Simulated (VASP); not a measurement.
# PbO (Pm) in VASP: single point with PBE

Aim: the single point of PbO with PBE.

All numbers are computed with VASP 6.6.1; they aren't measurements. Logs are shortened: lines on timing, memory, paths and dates and some standing lists are left out, and cuts for length are marked.

## (1) The cell of the first run

The structure is monoclinic, space group Pm (No. 6). Conventional cell: a = 3.950 Å, b = 3.903 Å, c = 4.942 Å, α = 90.00°, β = 91.16°, γ = 90.00°. Within 3.1 Å of Pb (site symmetry m) lie 4 O at 2.32 to 2.51 Å. Within 2.9 Å of Pb (site symmetry m) lie 4 O at 2.22 to 2.28 Å. Within 2.9 Å of O (site symmetry m) lie 4 Pb at 2.23 to 2.51 Å and 4 O at 2.67 to 2.88 Å. O (site symmetry m) has 4 Pb at 2.22 to 2.40 Å and 4 O at 2.67 to 2.88 Å within 2.9 Å.

## (2) Single point, PBE (strained and its atoms moved)

Input file INCAR:

```
  PREC = Accurate
  ENCUT = 600
  EDIFF = 1E-6
  ISMEAR = 0
  SIGMA = 0.02
  LREAL = F
  LASPH = T
  NELM = 120
  ALGO = Normal
  ISIF = 2
  LWAVE = F
  LCHARG = F
  GGA = PE
  NBANDS = 28
  GGA_COMPAT = F
```

Input file KPOINTS:

```
Automatic mesh
0
Gamma
  8 8 6
```

Input file POSCAR:

```
PbO
1.0
    3.9029402880      0.0000000000      0.0000000000
    0.0000000000      3.9493215360      0.0397440000
    0.0000000000      0.0502200000      4.9414973400
Pb O
2 2
Direct
    0.0000000000      0.4547836367      0.2640088979
    0.5000000000      0.0254551992      0.7672981114
    0.0000000000     -0.0084816037     -0.0173885769
    0.5000000000      0.5282427678     -0.0139184323
```

Potentials or basis: VASP PAW PBE potentials, release 64 (Pb_d, O).

Run with:

```console
> cat potpaw_PBE.64/Pb_d/POTCAR potpaw_PBE.64/O/POTCAR > POTCAR
> mpirun -np 1 vasp_std > vasp.out
```

OUTCAR:

```text
PREC = Accurate
   ENCUT = 600
   EDIFF = 1E-6
   ISMEAR = 0
   LREAL = F
   LASPH = T
   NELM = 120
   ISIF = 2
   GGA = PE

 ion  position               nearest neighbor table
   1  0.000  0.455  0.264-   3 2.32   4 2.40   4 2.40   3 2.51   2 3.56   2 3.56   2 3.59   2 3.59
                             2 3.83   2 3.83   2 3.91   2 3.91
   2  0.500  0.025  0.767-   4 2.22   3 2.23   3 2.23   4 2.28   1 3.56   1 3.56   1 3.59   1 3.59
                             1 3.83   1 3.83   1 3.91   1 3.91
   3  0.000  0.992  0.983-   2 2.23   2 2.23   1 2.32   1 2.51
   4  0.500  0.528  0.986-   2 2.22   2 2.28   1 2.40   1 2.40

  LATTYP: Found a simple monoclinic cell.
 ALAT       =     3.9495215128
 B/A-ratio  =     0.9882058562
 C/A-ratio  =     1.2512281572
 COS(beta)  =    -0.0202243436

  Lattice vectors:

 A1 = (   0.0000000000,   3.9493215360,   0.0397440000)
 A2 = (   3.9029402880,   0.0000000000,   0.0000000000)
 A3 = (   0.0000000000,  -0.0502200000,  -4.9414973400)

Analysis of symmetry for initial positions (statically):
=====================================================================
 Subroutine PRICEL returns:
 Original cell was already a primitive cell.

 Routine SETGRP: Setting up the symmetry group for a
 simple monoclinic supercell.

 Subroutine GETGRP returns: Found  2 space group operations
 (whereof  2 operations were pure point group operations)
 out of a pool of  4 trial point group operations.

The static configuration has the point symmetry C_1h.

Analysis of symmetry for dynamics (positions and initial velocities):
=====================================================================
 Subroutine PRICEL returns:
 Original cell was already a primitive cell.

 Routine SETGRP: Setting up the symmetry group for a
 simple monoclinic supercell.

 Subroutine GETGRP returns: Found  2 space group operations
 (whereof  2 operations were pure point group operations)
 out of a pool of  4 trial point group operations.

The dynamic configuration has the point symmetry C_1h.

 Subroutine INISYM returns: Found  2 space group operations
 (whereof  2 operations are pure point group operations),
 and found     1 'primitive' translations

----------------------------------------------------------------------------------------

                                     Primitive cell

  volume of cell :      76.1603

  direct lattice vectors                    reciprocal lattice vectors
     3.902940288  0.000000000  0.000000000     0.256217089  0.000000000  0.000000000
     0.000000000  3.949321536  0.039744000     0.000000000  0.253233948 -0.002573594
     0.000000000  0.050220000  4.941497340     0.000000000 -0.002036737  0.202388510

  length of vectors
     3.902940288  3.949521513  4.941752524     0.256217089  0.253247025  0.202398758

  position of ions in fractional coordinates (direct lattice)
     0.000000000  0.454783637  0.264008898
     0.500000000  0.025455199  0.767298111
     0.000000000  0.991518396  0.982611423
     0.500000000  0.528242768  0.986081568

  ion indices of the primitive-cell ions
   primitive index   ion index
                 1           1
                 2           2
                 3           3
                 4           4

----------------------------------------------------------------------------------------

 KPOINTS: Automatic mesh

Automatic generation of k-mesh.
 Grid dimensions read from file:
 generate k-points for:    8    8    6

 Generating k-lattice:

  Cartesian coordinates                     Fractional coordinates (reciprocal lattice)
     0.032027136  0.000000000  0.000000000     0.125000000  0.000000000  0.000000000
     0.000000000  0.031654244 -0.000321699     0.000000000  0.125000000  0.000000000
     0.000000000 -0.000339456  0.033731418     0.000000000 -0.000000000  0.166666667

  Length of vectors
     0.032027136  0.031655878  0.033733126

  Shift w.r.t. Gamma in fractional coordinates (k-lattice)
     0.000000000  0.000000000  0.000000000

 Subroutine IBZKPT returns following result:
 ===========================================

 Found    130 irreducible k-points:

 Following reciprocal coordinates:
            Coordinates               Weight
  0.000000  0.000000  0.000000      1.000000
  0.125000  0.000000  0.000000      2.000000
  0.250000  0.000000  0.000000      2.000000
  0.375000  0.000000  0.000000      2.000000
  0.500000  0.000000  0.000000      1.000000
  0.000000  0.125000  0.000000      2.000000
[... 16 lines left out ...]
  0.250000  0.500000  0.000000      2.000000
  0.375000  0.500000  0.000000      2.000000
 [... further k-points ...]
   k-points           NKPTS =    130   k-points in BZ     NKDIM =    130   number of bands    NBANDS=     28
   number of dos      NEDOS =    301   number of ions     NIONS =      4
   total plane-waves  NPLWV =  40960
   dimension x,y,z NGX =    32 NGY =   32 NGZ =   40
   dimension x,y,z NGXF=    64 NGYF=   64 NGZF=   80
   ions per type =               2   2
   NGX,Y,Z   is equivalent  to a cutoff of  13.63, 13.47, 13.46 a.u.
   NGXF,Y,Z  is equivalent  to a cutoff of  27.26, 26.94, 26.91 a.u.
 SYSTEM =  unknown system
   PREC   = accura    normal or accurate (medium, high low for compatibility)
   ISTART =      0    job   : 0-new  1-cont  2-samecut
   ICHARG =      2    charge: 1-file 2-atom 10-const
   ISPIN  =      1    spin polarized calculation?
   LNONCOLLINEAR =      F non collinear calculations
   LSORBIT =      F    spin-orbit coupling
   LASPH  =      T    aspherical Exc in radial PAW
   ENCUT  =  600.0 eV  44.10 Ry    6.64 a.u.   7.80  7.89  9.87*2*pi/ulx,y,z
   NELM   =    120;   NELMIN=  2; NELMDL= -5     # of ELM steps
   EDIFF  = 0.1E-05   stopping-criterion for ELM
   LREAL  =      F    real-space projection
[... 7 lines left out ...]
   TEBEG  =    0.0;   TEEND  =   0.0 temperature during run
   PSTRESS=    0.0 pullay stress
   NELECT =      40.0000    total number of electrons
   NUPDOWN=      -1.0000    fix difference up-down
   EMIN   =  10.00;   EMAX   =-10.00  energy-range for DOS
   EFERMI =   0.00;   METHOD = LEGACY
   ISMEAR =     0;   SIGMA  =   0.02  broadening in eV -4-tet -1-fermi 0-gaus
   EFERMI_NEDOS =   21; number of points for ismear=-14 and -15
   IALGO  =     38    algorithm
   IMIX   =      4    mixing-type and parameters
     AMIX     =   0.40;   BMIX     =  1.00
     AMIX_MAG =   1.60;   BMIX_MAG =  1.00
  volume/ion in A,a.u.               =      19.04       128.49
  Fermi-wavevector in a.u.,A,eV,Ry     =   1.320845  2.496036 23.737166  1.744632
  Thomas-Fermi vector in A             =   2.450642
   LORBIT       =      0    0 simple, 1 ext, 2 COOP (PROOUT), +10 PAW based schemes
   GGA     = PE    functional components
   LHFCALC =     F    Hartree Fock is set to
   AEXX    =    0.0000 exact exchange contribution
   IVDW    =     0    specifies the selected vdW correction
   LEPSILON=     F    determine dielectric tensor
   LRPA    =     F    only Hartree local field effects (RPA)
 non-spin polarized calculation
 Gauss-broadening in eV      SIGMA  =   0.02
  energy-cutoff  :      600.00
  volume of cell :       76.16
 maximum number of plane-waves:      2568
 NGX is ok and might be reduce to    32
   NGX = 15   NGY = 15   NGZ = 19

 number of electron      39.9999997 magnetization

 Free energy of the ion-electron system (eV)
  ---------------------------------------------------
  ext. energy  EPLUGINS =         0.00000000
  ---------------------------------------------------
  free energy    TOTEN  =       -21.02487326 eV

  energy without entropy =      -21.02487326  energy(sigma->0) =      -21.02487326

 E-fermi :   5.7578     XC(G=0): -10.0929

 val. band max:        5.6571652254   @ k =   0.1250   0.0000   0.0000
 cond. band min:       6.4981826046   @ k =   0.5000   0.5000   0.0000
 fundamental gap:      0.8410173792
 Fermi energy:         5.7578151541

 k-point     1 :       0.0000    0.0000    0.0000
  band No.  band energies     occupation
      1     -12.9341      2.00000
      2     -12.3263      2.00000
      3     -10.6348      2.00000
      4     -10.6331      2.00000
      5     -10.6011      2.00000
      6     -10.5741      2.00000
[... 20 lines left out ...]
     27      13.2781      0.00000
     28      13.9273      0.00000

 k-point     2 :       0.1250    0.0000    0.0000
  band No.  band energies     occupation
      1     -12.8937      2.00000
      2     -12.3379      2.00000
      3     -10.6401      2.00000
      4     -10.6238      2.00000
      5     -10.5929      2.00000
      6     -10.5784      2.00000
[... 20 lines left out ...]
     27      13.8148      0.00000
     28      14.6690      0.00000

 k-point     3 :       0.2500    0.0000    0.0000
  band No.  band energies     occupation
      1     -12.7897      2.00000
      2     -12.3753      2.00000
      3     -10.6344      2.00000
      4     -10.6072      2.00000
      5     -10.5890      2.00000
      6     -10.5675      2.00000
[... 20 lines left out ...]
     27      13.9693      0.00000
     28      16.5776      0.00000

 k-point     4 :       0.3750    0.0000    0.0000
  band No.  band energies     occupation
      1     -12.6611      2.00000
      2     -12.4419      2.00000
      3     -10.6242      2.00000
      4     -10.6041      2.00000
      5     -10.5813      2.00000
      6     -10.5297      2.00000
[... 578 lines left out ...]
     27      14.7972      0.00000
     28      15.0650      0.00000

 k-point    23 :       0.2500    0.5000    0.0000
  band No.  band energies     occupation
      1     -12.6360      2.00000
      2     -12.4027      2.00000
      3     -10.6298      2.00000
      4     -10.5997      2.00000
      5     -10.5557      2.00000
      6     -10.4509      2.00000
[... 20 lines left out ...]
     27      14.2665      0.00000
     28      15.1714      0.00000

 k-point    24 :       0.3750    0.5000    0.0000
  band No.  band energies     occupation
      1     -12.5891      2.00000
      2     -12.4298      2.00000
      3     -10.6471      2.00000
      4     -10.5616      2.00000
      5     -10.5522      2.00000
      6     -10.3940      2.00000
[... 20 lines left out ...]
     27      14.0845      0.00000
     28      15.0527      0.00000

 [... further k-points ...]
[... 5 lines left out ...]
  --------------------------------------------------------------------------------------
  -------------------------------------------------------------------------------------
  Total        4.0462475      3.2099823      1.5775738      0.0000000      0.2006002      0.0000000
  in kB       85.1205623     67.5281217     33.1872838      0.0000000      4.2200082      0.0000000
  external PRESSURE =      61.9453226 kB  Pullay stress =       0.0000000 kB

 VOLUME and BASIS-vectors are now :
 -----------------------------------------------------------------------------
  energy-cutoff  :      600.00
  volume of cell :       76.16
      direct lattice vectors                 reciprocal lattice vectors
     3.902940288  0.000000000  0.000000000     0.256217089  0.000000000  0.000000000
     0.000000000  3.949321536  0.039744000     0.000000000  0.253233948 -0.002573594
     0.000000000  0.050220000  4.941497340     0.000000000 -0.002036737  0.202388510

 POSITION                                       TOTAL-FORCE (eV/Angst)
 -----------------------------------------------------------------------------------
      0.00000      1.80935      1.32267         0.000000      0.650008     -1.098403
      1.95147      0.13906      3.79261         0.000000     -0.107940     -1.341396
      0.00000      3.96517      4.89498         0.000000      0.379501      1.304145
      1.95147      2.13572      4.89371         0.000000     -0.921569      1.135653
 -----------------------------------------------------------------------------------
    total drift:                                0.000000     -0.000173     -0.000799

  FREE ENERGIE OF THE ION-ELECTRON SYSTEM (eV)
  ---------------------------------------------------
  free  energy   TOTEN  =       -21.0248732584 eV

  energy  without entropy=      -21.0248732584  energy(sigma->0) =      -21.02487326
```

Wall time 7.6 min (1 thread of Oxide Virtual Turin-like, shared host); peak memory 0.35 GiB.

What came out:

- Free energy: -21.0249 eV
- Pressure: 6.2 GPa
- Largest force: 1.463 eV/Å
- Band gap on the k mesh: 0.84 eV (least direct gap 1.74 eV)

Forces on the atoms (eV/Å):
```
Pb   0.000  0.650 -1.098
Pb   0.000 -0.108 -1.341
O    0.000  0.380  1.304
O    0.000 -0.922  1.136
```

Levels at points of the mesh, in eV from the valence-band top:
```tsv
k point	band 18	band 19	band 20	band 21	band 22	band 23
(0.00, 0.00, 0.00)	-1.60	-1.57	-0.01	2.57	4.98	5.15
(0.50, 0.00, 0.00)	-2.86	-1.95	-1.67	3.19	3.54	5.99
(0.00, 0.50, 0.00)	-2.70	-2.17	-1.59	2.82	3.83	5.94
(0.50, 0.50, 0.00)	-1.43	-1.09	-0.90	0.84	0.90	4.64
(0.00, 0.00, 0.50)	-1.63	-1.58	-1.22	2.22	3.71	3.76
(0.50, 0.00, 0.50)	-2.75	-1.52	-0.72	2.73	3.28	5.56
(0.00, 0.50, 0.50)	-2.63	-1.48	-0.62	2.66	3.25	5.55
(0.50, 0.50, 0.50)	-2.10	-1.09	-0.88	2.99	3.09	4.70
```

Caveat: the cell differs from its parent crystal (strained and its atoms moved); the stress differs along the axes, from 3 to 9 GPa; spin-orbit coupling is left out, which moves the levels of the heavy elements; forces of over 1 eV/Å act on the atoms, so gaps and moduli don't describe the material at rest. A k mesh can miss the band edges.
